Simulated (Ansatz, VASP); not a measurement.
One calculation of Rh, two programs

File POSCAR:

```
Rh
1.0
    0.0000000000      1.9014762304      1.9014762304
    1.9014762304      0.0000000000      1.9014762304
    1.9014762304      1.9014762304      0.0000000000
Rh
1
Direct
    0.0000000000      0.0000000000      0.0000000000
```

The input INCAR.step1:

```
SYSTEM = Rh
PREC = Accurate
ENCUT = 600
ISMEAR = -1
SIGMA = 0.1
LREAL = .FALSE.
LASPH = .TRUE.
NELM = 80
GGA = PE
ALGO = Normal
EDIFF = 1E-4
LWAVE = .TRUE.
LCHARG = .FALSE.
```

INCAR.step2

```
SYSTEM = Rh
PREC = Accurate
ENCUT = 600
EDIFF = 1E-6
ISMEAR = -1
SIGMA = 0.1
LREAL = .FALSE.
LASPH = .TRUE.
NELM = 80
ALGO = Normal
ISIF = 3
LWAVE = .FALSE.
LCHARG = .FALSE.
METAGGA = R2SCAN
LMIXTAU = .TRUE.
IBRION = 2
NSW = 60
EDIFFG = -0.005
ISTART = 1
```

Contents of KPOINTS:

```
regular mesh
0
G
  17 17 17
  0 0 0
```

Input for Ansatz:

```yaml
crystal:
  lattice:
    - [0.0, 1.9014762304, 1.9014762304]
    - [1.9014762304, 0.0, 1.9014762304]
    - [1.9014762304, 1.9014762304, 0.0]
  atoms:
    - { symbol: Rh, position: [0.0, 0.0, 0.0] }
kpoints:
  mp_grid: { grid: [17, 17, 17] }
scf:
  occupations: { method: fermi_dirac, width: 0.1 }
hamiltonian:
  xc: r2scan
  pseudopotentials: { kind: paw }
output:
  forces: true
  stress: true
relax:
  f_tol: 0.005
  max_steps: 40
  cell: {}
```

Alike in both runs: task relaxation of cell and atoms; functional r2SCAN; k mesh 17 × 17 × 17; occupations fermi-dirac, width 0.1 eV; no spin polarisation.

|  | VASP | Ansatz |
| --- | --- | --- |
| version | VASP 6.6.1 | Ansatz 0.2.0 |
| potentials or method | VASP PAW PBE potentials, release 64 (Rh_pv) | PAW with Ansatz's default frozen-core files, scalar-relativistic |
| plane-wave cutoff (eV) | 600 | 500 |
| valence electrons in the cell | 15 | 17 |

|  | VASP | Ansatz | Ansatz less VASP |
| --- | --- | --- | --- |
| relaxed volume (Å³/atom) | 13.79 | 13.73 | -0.054 |
| relaxed cell length with the largest relative difference (Å) | 2.692 | 2.688 | -0.0035 |

VASP's potentials were made for PBE, not for r2SCAN. VASP's potentials hold 15 valence electrons a cell and Ansatz's 17, so a difference there can come from the potentials and not from the codes.
